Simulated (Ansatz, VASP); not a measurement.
**Ca: VASP beside Ansatz**

Contents of INCAR:

```
ALGO = Normal
EDIFF = 1E-8
ENCUT = 520
GGA = PE
ISIF = 2
ISMEAR = -1
LASPH = T
LCHARG = F
LEFG = T
LREAL = F
LWAVE = F
NBANDS = 11
NELM = 60
PREC = Accurate
SIGMA = 0.05
```

Contents of KPOINTS:

```
k-points
0
Gamma
  11 11 11
```

Contents of POSCAR:

```
Ca
1.0
    0.0000000000      2.8490021484      2.8490021484
    2.8490021484      0.0000000000      2.8490021484
    2.8490021484      2.8490021484      0.0000000000
Ca
1
Direct
    0.0000000000      0.0000000000      0.0000000000
```

Input for Ansatz:

```yaml
crystal:
  lattice:
    - [0.0, 2.8490021484, 2.8490021484]
    - [2.8490021484, 0.0, 2.8490021484]
    - [2.8490021484, 2.8490021484, 0.0]
  atoms:
    - { symbol: Ca, position: [0.0, 0.0, 0.0] }
kpoints:
  mp_grid: { grid: [11, 11, 11] }
scf:
  occupations: { method: fermi_dirac, width: 0.05 }
hamiltonian:
  xc: pbe
  pseudopotentials: { kind: paw }
output:
  forces: true
  stress: true
  eigenvalues: true
  efg: { contact_densities: true }
```

Change from the starting cell: volume scaled by 1.06, PAW files.

Alike in both runs: task electric field gradients; functional PBE; k mesh 11 × 11 × 11; occupations fermi-dirac, width 0.05 eV; no spin polarisation.

```csv
,VASP,Ansatz
version,VASP 6.6.1,Ansatz 0.2.0
potentials or method,"VASP PAW PBE potentials, release 64 (Ca_sv)","PAW with Ansatz's default frozen-core files, scalar-relativistic"
plane-wave cutoff (eV),520,420
valence electrons in the cell,10,10
```

```csv
,VASP,Ansatz,Ansatz less VASP
pressure (GPa),-1.4,-1.4,-0.01
```

With one functional, cell and mesh, what is left measures potentials, basis and numerics.
